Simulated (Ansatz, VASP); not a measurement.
## Two plane-wave programs on Ta2N

File INCAR:

```
PREC     = Accurate       # precision mode
ENCUT    = 520            # plane-wave cutoff, eV
EDIFF    = 1E-6           # SCF threshold, eV
ISMEAR   = 0              # smearing method
SIGMA    = 0.05           # smearing width, eV
LREAL    = False          # projectors in reciprocal space
LASPH    = True           # aspherical terms in the spheres
NELM     = 80             # most SCF steps
ALGO     = Normal         # electronic algorithm
ISIF     = 2              # what is computed and relaxed
LWAVE    = False          # write WAVECAR
LCHARG   = False          # write CHGCAR
GGA      = PE             # functional
NBANDS   = 50             # bands
```

File KPOINTS:

```
regular mesh
0
Gamma
  6 6 6
```

The input POSCAR:

```
Ta2N
1.0
    5.1884484054      0.0000000000      0.0000000000
   -2.5942242027      4.4933281253      0.0000000000
    0.0000000000      0.0000000000      4.8383546341
Ta N
6 3
Direct
    0.6663616700      0.6663616700      0.7536182600
    0.0000000000      0.3336383300      0.7536182600
    0.3336383300      0.0000000000      0.7536182600
    0.3336383300      0.3336383300      0.2463817400
    0.0000000000      0.6663616700      0.2463817400
    0.6663616700      0.0000000000      0.2463817400
    0.6666666700      0.3333333300      0.5000000000
    0.3333333300      0.6666666700      0.5000000000
    0.0000000000      0.0000000000      0.0000000000
```

Input for Ansatz:

```yaml
crystal:
  lattice:
    - [5.1884484054, 0.0, 0.0]
    - [-2.5942242027, 4.4933281253, 0.0]
    - [0.0, 0.0, 4.8383546341]
  atoms:
    - { symbol: Ta, position: [0.66636167, 0.66636167, 0.75361826] }
    - { symbol: Ta, position: [0.0, 0.33363833, 0.75361826] }
    - { symbol: Ta, position: [0.33363833, 0.0, 0.75361826] }
    - { symbol: Ta, position: [0.33363833, 0.33363833, 0.24638174] }
    - { symbol: Ta, position: [0.0, 0.66636167, 0.24638174] }
    - { symbol: Ta, position: [0.66636167, 0.0, 0.24638174] }
    - { symbol: "N", position: [0.66666667, 0.33333333, 0.5] }
    - { symbol: "N", position: [0.33333333, 0.66666667, 0.5] }
    - { symbol: "N", position: [0.0, 0.0, 0.0] }
basis:
  ecutwfc: 420
  fft_grid_basis: typed
kpoints:
  mp_grid: { grid: [6, 6, 6] }
hamiltonian:
  xc: pbe
scf:
  occupations: { method: gaussian, width: 0.05 }
output:
  forces: true
  stress: true
  eigenvalues: true
  bader: true
  write_density: true
  volumetric_format: npy
  elf: true
```

Alike in both runs: task single point; functional PBE; k mesh 6 × 6 × 6; occupations gaussian, width 0.05 eV; no spin polarisation.

|  | VASP | Ansatz |
| --- | --- | --- |
| version | VASP 6.6.1 | Ansatz 0.2.0 |
| potentials or method | VASP PAW PBE potentials, release 64 (Ta_pv, N), cutoff 520 eV | scalar-relativistic, plane waves, PAW |
| valence electrons in the cell | 81 | 93 |

|  | VASP | Ansatz | Ansatz less VASP |
| --- | --- | --- | --- |
| gap on the k mesh at the Fermi level (eV) | none | none | - |
| pressure (GPa) | 24.4 | 23.7 | -0.69 |
| traceless stress, the component that is largest in VASP (GPa) | 0.94 | 0.96 | +0.025 |
| rms of the force components (eV/Å) | 0.005 | 0.006 | +0.0006 |

Atom by atom the forces differ by 0.009 eV/Å (rms over components). A gap of «none» marks a metal or a gap that the smearing closes. The functional is the same, so the differences come from potentials, cutoffs and numerics. VASP's potentials hold 81 valence electrons a cell and Ansatz's 93, so a difference there can come from the potentials and not from the codes.

Spin-orbit coupling is off throughout.
